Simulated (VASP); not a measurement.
# Al (P6_3/mmc) in VASP: a series of runs

Al is run at these levels: LDA; tasks: single point.

All numbers are computed with VASP 6.6.1; they aren't measurements. Logs are shortened: lines on timing, memory, paths and dates and some standing lists are left out, and cuts for length are marked.

## (1) The cell of the first run

It takes space group P6_3/mmc (No. 194, hexagonal). Conventional cell: a = 2.824 Å, b = 2.824 Å, c = 4.628 Å, α = 90.00°, β = 90.00°, γ = 120.00°. Within 3.7 Å of Al (site symmetry -6m2) lie 12 Al at 2.82 to 2.83 Å.

## (2) Single point, LDA

INCAR

```
PREC = Accurate
ENCUT = 520
EDIFF = 1E-6
ISMEAR = 0
SIGMA = 0.15
LREAL = F
LASPH = T
NELM = 60
ALGO = Normal
ISIF = 2
LWAVE = F
LCHARG = F
NBANDS = 10
```

KPOINTS

```
regular mesh
0
Gamma
  18 18 10
```

POSCAR

```
Al
1.0
    2.8235000000      0.0000000000      0.0000000000
   -1.4117500000      2.4452227276      0.0000000000
    0.0000000000      0.0000000000      4.6277000000
Al
2
Direct
    0.6666666667      0.3333333333      0.7500000000
    0.3333333333      0.6666666667      0.2500000000
```

Potentials or basis: VASP PAW LDA potentials, release 64 (Al).

Launch:

```bash
$ cat potpaw_LDA.64/Al/POTCAR > POTCAR
$ mpirun -np 1 vasp_std > vasp.out
```

OUTCAR:

```text
PREC = Accurate
   ENCUT = 520
   EDIFF = 1E-6
   ISMEAR = 0
   LREAL = F
   LASPH = T
   NELM = 60
   ISIF = 2

 ion  position               nearest neighbor table
   1  0.667  0.333  0.750-   2 2.83   2 2.83   2 2.83   2 2.83   2 2.83   2 2.83
   2  0.333  0.667  0.250-   1 2.83   1 2.83   1 2.83   1 2.83   1 2.83   1 2.83

  LATTYP: Found a hexagonal cell.
 ALAT       =     2.8235000000
 C/A-ratio  =     1.6389941562

  Lattice vectors:

 A1 = (   2.8235000000,   0.0000000000,   0.0000000000)
 A2 = (  -1.4117500000,   2.4452227276,   0.0000000000)
 A3 = (   0.0000000000,   0.0000000000,   4.6277000000)

Analysis of symmetry for initial positions (statically):
=====================================================================
 Subroutine PRICEL returns:
 Original cell was already a primitive cell.

 Routine SETGRP: Setting up the symmetry group for a
 hexagonal supercell.

 Subroutine GETGRP returns: Found 24 space group operations
 (whereof 12 operations were pure point group operations)
 out of a pool of 24 trial point group operations.

The static configuration has the point symmetry D_3d.
 The point group associated with its full space group is D_6h.

Analysis of symmetry for dynamics (positions and initial velocities):
=====================================================================
 Subroutine PRICEL returns:
 Original cell was already a primitive cell.

 Routine SETGRP: Setting up the symmetry group for a
 hexagonal supercell.

 Subroutine GETGRP returns: Found 24 space group operations
 (whereof 12 operations were pure point group operations)
 out of a pool of 24 trial point group operations.

The dynamic configuration has the point symmetry D_3d.
 The point group associated with its full space group is D_6h.

 Subroutine INISYM returns: Found 24 space group operations
 (whereof 12 operations are pure point group operations),
 and found     1 'primitive' translations

----------------------------------------------------------------------------------------

                                     Primitive cell

  volume of cell :      31.9500

  direct lattice vectors                    reciprocal lattice vectors
     2.823500000  0.000000000  0.000000000     0.354170356  0.204480350  0.000000000
    -1.411750000  2.445222728  0.000000000     0.000000000  0.408960701  0.000000000
     0.000000000  0.000000000  4.627700000     0.000000000  0.000000000  0.216090066

  length of vectors
     2.823500000  2.823500000  4.627700000     0.408960701  0.408960701  0.216090066

  position of ions in fractional coordinates (direct lattice)
     0.666666667  0.333333333  0.750000000
     0.333333333  0.666666667  0.250000000

  ion indices of the primitive-cell ions
   primitive index   ion index
                 1           1
                 2           2

----------------------------------------------------------------------------------------

 KPOINTS: regular mesh

Automatic generation of k-mesh.
 Grid dimensions read from file:
 generate k-points for:   18   18   10

 Generating k-lattice:

  Cartesian coordinates                     Fractional coordinates (reciprocal lattice)
     0.019676131  0.011360019  0.000000000     0.055555556  0.000000000  0.000000000
     0.000000000  0.022720039  0.000000000     0.000000000  0.055555556  0.000000000
     0.000000000  0.000000000  0.021609007     0.000000000  0.000000000  0.100000000

  Length of vectors
     0.022720039  0.022720039  0.021609007

  Shift w.r.t. Gamma in fractional coordinates (k-lattice)
     0.000000000  0.000000000  0.000000000

 Subroutine IBZKPT returns following result:
 ===========================================

 Found    222 irreducible k-points:

 Following reciprocal coordinates:
            Coordinates               Weight
  0.000000  0.000000  0.000000      1.000000
  0.055556  0.000000  0.000000      6.000000
  0.111111  0.000000  0.000000      6.000000
  0.166667  0.000000  0.000000      6.000000
  0.222222  0.000000  0.000000      6.000000
  0.277778  0.000000  0.000000      6.000000
[... 16 lines left out ...]
  0.333333  0.111111  0.000000     12.000000
  0.388889  0.111111  0.000000     12.000000
 [... further k-points ...]
   k-points           NKPTS =    222   k-points in BZ     NKDIM =    222   number of bands    NBANDS=     10
   number of dos      NEDOS =    301   number of ions     NIONS =      2
   total plane-waves  NPLWV =  20736
   dimension x,y,z NGX =    24 NGY =   24 NGZ =   36
   dimension x,y,z NGXF=    48 NGYF=   48 NGZF=   72
   ions per type =               2
   NGX,Y,Z   is equivalent  to a cutoff of  14.13, 14.13, 12.93 a.u.
   NGXF,Y,Z  is equivalent  to a cutoff of  28.26, 28.26, 25.87 a.u.
 SYSTEM =  unknown system
   PREC   = accura    normal or accurate (medium, high low for compatibility)
   ISTART =      0    job   : 0-new  1-cont  2-samecut
   ICHARG =      2    charge: 1-file 2-atom 10-const
   ISPIN  =      1    spin polarized calculation?
   LNONCOLLINEAR =      F non collinear calculations
   LSORBIT =      F    spin-orbit coupling
   LASPH  =      T    aspherical Exc in radial PAW
   ENCUT  =  520.0 eV  38.22 Ry    6.18 a.u.   5.25  5.25  8.60*2*pi/ulx,y,z
   NELM   =     60;   NELMIN=  2; NELMDL= -5     # of ELM steps
   EDIFF  = 0.1E-05   stopping-criterion for ELM
   LREAL  =      F    real-space projection
   EDIFFG = 0.1E-04   stopping-criterion for IOM
   NSW    =      0    number of steps for IOM
   IBRION =     -1    ionic relax: 0-MD 1-quasi-New 2-CG
   NFREE  =      0    steps in history (QN), initial steepest desc. (CG)
   ISIF   =      2    stress and relaxation
   ISYM   =      2    0-nonsym 1-usesym 2-fastsym
   POTIM  = 0.5000    time-step for ionic-motion
   TEBEG  =    0.0;   TEEND  =   0.0 temperature during run
   PSTRESS=    0.0 pullay stress
   NELECT =       6.0000    total number of electrons
   NUPDOWN=      -1.0000    fix difference up-down
   EMIN   =  10.00;   EMAX   =-10.00  energy-range for DOS
   EFERMI =   0.00;   METHOD = LEGACY
   ISMEAR =     0;   SIGMA  =   0.15  broadening in eV -4-tet -1-fermi 0-gaus
   EFERMI_NEDOS =   21; number of points for ismear=-14 and -15
   IALGO  =     38    algorithm
   IMIX   =      4    mixing-type and parameters
     AMIX     =   0.40;   BMIX     =  1.00
     AMIX_MAG =   1.60;   BMIX_MAG =  1.00
  volume/ion in A,a.u.               =      15.98       107.80
  Fermi-wavevector in a.u.,A,eV,Ry     =   0.937493  1.771605 11.958071  0.878893
  Thomas-Fermi vector in A             =   2.064610
   LORBIT       =      0    0 simple, 1 ext, 2 COOP (PROOUT), +10 PAW based schemes
   GGA     = CA    functional components
   LHFCALC =     F    Hartree Fock is set to
   AEXX    =    0.0000 exact exchange contribution
   IVDW    =     0    specifies the selected vdW correction
   LEPSILON=     F    determine dielectric tensor
   LRPA    =     F    only Hartree local field effects (RPA)
 non-spin polarized calculation
 Gauss-broadening in eV      SIGMA  =   0.15
  energy-cutoff  :      520.00
  volume of cell :       31.95
 maximum number of plane-waves:       872
 NGX is ok and might be reduce to    24
   NGX = 11   NGY = 11   NGZ = 17

 number of electron       6.0000000 magnetization

 Free energy of the ion-electron system (eV)
  ---------------------------------------------------
  ext. energy  EPLUGINS =         0.00000000
  ---------------------------------------------------
  free energy    TOTEN  =        -8.31588877 eV

  energy without entropy =       -8.30443314  energy(sigma->0) =       -8.31016096

 E-fermi :   8.1320     XC(G=0): -10.4652

 val. band max:        8.1196338264   @ k =   0.3889   0.1667   0.2000
 cond. band min:       8.1397812827   @ k =   0.2778   0.2222   0.2000
 fundamental gap:      0.0201474562
 Fermi energy:         8.1319931718

 k-point     1 :       0.0000    0.0000    0.0000
  band No.  band energies     occupation
      1      -3.1962      2.00000
      2       3.4357      2.00000
      3       3.6423      2.00000
      4      18.9062      0.00000
      5      18.9062      0.00000
      6      19.2887      0.00000
      7      19.2887      0.00000
      8      20.3282      0.00000
      9      22.4453      0.00000
     10      22.5336      0.00000

 k-point     2 :       0.0556    0.0000    0.0000
  band No.  band energies     occupation
      1      -3.1200      2.00000
      2       3.5061      2.00000
      3       3.7167      2.00000
      4      17.3301      0.00000
      5      17.9778      0.00000
      6      19.1610      0.00000
      7      20.3462      0.00000
      8      21.0001      0.00000
      9      22.4110      0.00000
     10      22.8849      0.00000

 k-point     3 :       0.1111    0.0000    0.0000
  band No.  band energies     occupation
      1      -2.8918      2.00000
      2       3.7174      2.00000
      3       3.9389      2.00000
      4      15.2428      0.00000
      5      17.0127      0.00000
      6      18.3907      0.00000
      7      20.8651      0.00000
      8      21.1299      0.00000
      9      21.6757      0.00000
     10      22.1359      0.00000

 k-point     4 :       0.1667    0.0000    0.0000
  band No.  band energies     occupation
      1      -2.5121      2.00000
      2       4.0697      2.00000
      3       4.3062      2.00000
      4      13.1668      0.00000
      5      16.1739      0.00000
      6      17.4710      0.00000
      7      19.1971      0.00000
      8      19.4354      0.00000
      9      21.7231      0.00000
     10      22.2772      0.00000

 k-point     5 :       0.2222    0.0000    0.0000
  band No.  band energies     occupation
      1      -1.9825      2.00000
      2       4.5627      2.00000
      3       4.8120      2.00000
      4      11.1800      0.00000
      5      15.4647      0.00000
      6      16.4122      0.00000
      7      17.2543      0.00000
      8      18.0584      0.00000
      9      21.1117      0.00000
     10      21.5242      0.00000

 k-point     6 :       0.2778    0.0000    0.0000
  band No.  band energies     occupation
      1      -1.3047      2.00000
      2       5.1961      2.00000
      3       5.4386      2.00000
      4       9.3214      0.00000
      5      14.8854      0.00000
      6      15.1215      0.00000
      7      15.3972      0.00000
      8      17.0494      0.00000
      9      20.6053      0.00000
     10      20.8935      0.00000
[... 183 lines left out ...]
 k-point    21 :       0.2222    0.1111    0.0000
  band No.  band energies     occupation
      1      -1.0795      2.00000
      2       5.4072      2.00000
      3       5.6470      2.00000
      4       9.5257      0.00000
      5      11.9577      0.00000
      6      15.5352      0.00000
      7      15.9263      0.00000
      8      18.3441      0.00000
      9      18.3828      0.00000
     10      19.6275      0.00000

 k-point    22 :       0.2778    0.1111    0.0000
  band No.  band energies     occupation
      1      -0.2573      2.00000
      2       6.1798      2.00000
      3       6.2764      2.00000
      4       7.9143      1.95984
      5      11.4346      0.00000
      6      13.8343      0.00000
      7      14.3717      0.00000
      8      17.8374      0.00000
      9      17.9205      0.00000
     10      19.2030      0.00000

 k-point    23 :       0.3333    0.1111    0.0000
  band No.  band energies     occupation
      1       0.7074      2.00000
      2       5.7983      2.00000
      3       7.0876      2.00000
      4       7.6565      1.99999
      5      10.9864      0.00000
      6      12.2456      0.00000
      7      12.9818      0.00000
      8      17.4585      0.00000
      9      17.6150      0.00000
     10      18.8884      0.00000

 k-point    24 :       0.3889    0.1111    0.0000
  band No.  band energies     occupation
      1       1.8100      2.00000
      2       4.4069      2.00000
      3       8.1126      1.14503
      4       8.5404      0.00012
      5      10.4490      0.00000
      6      10.8072      0.00000
      7      11.9552      0.00000
      8      17.2337      0.00000
      9      17.4304      0.00000
     10      18.6962      0.00000

 [... further k-points ...]

------------------------ aborting loop because EDIFF is reached ----------------------------------------

  FORCE on cell =-STRESS in cart. coord.  units (eV):
  Direction    XX          YY          ZZ          XY          YZ          ZX
  --------------------------------------------------------------------------------------
  -------------------------------------------------------------------------------------
  Total       -0.0141872     -0.0141872     -0.0311727     -0.0000000     -0.0000000      0.0000000
  in kB       -0.7114379     -0.7114379     -1.5631977     -0.0000000     -0.0000000      0.0000000
  external PRESSURE =      -0.9953578 kB  Pullay stress =       0.0000000 kB

 VOLUME and BASIS-vectors are now :
 -----------------------------------------------------------------------------
  energy-cutoff  :      520.00
  volume of cell :       31.95
      direct lattice vectors                 reciprocal lattice vectors
     2.823500000  0.000000000  0.000000000     0.354170356  0.204480350  0.000000000
    -1.411750000  2.445222728  0.000000000     0.000000000  0.408960701  0.000000000
     0.000000000  0.000000000  4.627700000     0.000000000  0.000000000  0.216090066

 POSITION                                       TOTAL-FORCE (eV/Angst)
 -----------------------------------------------------------------------------------
      1.41175      0.81507      3.47077         0.000000      0.000000      0.000000
     -0.00000      1.63015      1.15692         0.000000     -0.000000      0.000000
 -----------------------------------------------------------------------------------
    total drift:                                0.000000     -0.000000     -0.000000

  FREE ENERGIE OF THE ION-ELECTRON SYSTEM (eV)
  ---------------------------------------------------
  free  energy   TOTEN  =        -8.3158887739 eV

  energy  without entropy=       -8.3044331427  energy(sigma->0) =       -8.31016096
```

Wall time 30 s (1 thread of Intel Xeon 6975P-C, shared host); peak memory 0.17 GiB.

Results:

```yaml
Free_energy: -8.3159 eV
Pressure: -0.1 GPa
Band_gap_on_the_k_mesh: zero (band 3 reaches 12.30 eV, above the bottom of band 4 at 4.87 eV)
```

(Part 1 of 2 ends here.)
